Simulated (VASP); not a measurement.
The system is SiNi.

```
Si Ni
1.0
     4.49678    0.00000    0.00000
     0.00000    4.49678    0.00000
     0.00000    0.00000    4.49678
Si Ni
4 4
Direct
  0.86010 0.86010 0.86010
  0.63990 0.13990 0.36010
  0.36010 0.63990 0.13990
  0.13990 0.36010 0.63990
  0.14700 0.14700 0.14700
  0.35300 0.85300 0.64700
  0.64700 0.35300 0.85300
  0.85300 0.64700 0.35300
```

```yaml
Program: VASP 6.6.1
Task: relaxation of cell and atoms
Functional: r2SCAN
Potentials_or_basis: VASP PAW PBE potentials, release 64 (Si, Ni)
Cutoff: 600 eV
k_mesh: 4 × 4 × 4
Occupations: gaussian, width 0.1 eV
Spin: no spin polarisation
```

At the start: pressure -3.0 GPa; volume 11.37 Å³/atom.

Q: How do energy, volume and symmetry change on relaxing?

A: Over 7 steps the energy falls by 34.3 meV/atom and the volume is 11.11 Å³/atom (-2.2 %); space group P2_13 (No. 198, to 0.1 Å) before and after.

Step by step:
```
step  energy change (eV)  largest force (eV/Å)  pressure (GPa)  volume (Å³)
   1              0.0000                1.1841           -3.05        90.93
   2             -0.2216                0.5396            1.97        88.11
   3             -0.2369                0.2929            4.31        87.13
   4             -0.2605                0.1286           -2.48        90.09
   5             -0.2736                0.0587           -0.07        88.95
   6             -0.2736                0.0578            0.01        88.91
   7             -0.2742                0.0420            0.03        88.90
```

Final structure:
```
Si Ni
1.0
     4.46307    0.00000    0.00000
     0.00000    4.46307    0.00000
     0.00000    0.00000    4.46307
Si Ni
4 4
Direct
  0.84711 0.84711 0.84711
  0.65289 0.15289 0.34711
  0.34711 0.65289 0.15289
  0.15289 0.34711 0.65289
  0.14995 0.14995 0.14995
  0.35005 0.85005 0.64995
  0.64995 0.35005 0.85005
  0.85005 0.64995 0.35005
```

Caveat: the PAW data sets were made with another functional, which shifts forces and pressure a little; the relaxation stopped at a loose force limit of 0.05 eV/Å, so its end isn't a converged minimum.
